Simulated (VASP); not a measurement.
Crystal: Ni.

```
CELL_PARAMETERS angstrom
0.00000 1.77240 1.77240
1.77240 0.00000 1.77240
1.77240 1.77240 0.00000
ATOMIC_POSITIONS crystal
Ni 0.00000 0.00000 0.00000
```

Base run:

| Item | Value |
| --- | --- |
| Program | VASP 6.6.1 |
| Functional | PBE |
| Potentials or basis | VASP PAW PBE potentials, release 64 (Ni) |
| Cutoff | 520 eV |
| k mesh | 15 × 15 × 15 |
| Occupations | fermi-dirac, width 0.05 eV |
| Spin | collinear spin, ferromagnetic start |
| Starting moments | [0.2] μB |

Its results: pressure -4.1 GPa; site moments Ni +0.66 μB.

The run is repeated on the same cell with these changes: moments at the start from [0.2] to [0.73]; fixed moment from none to 0.73 μB. What comes out?

Pressure -3.6 GPa; site moments Ni +0.74 μB.

Caveats: the total moment is fixed, so each spin has its own Fermi level (some runs).
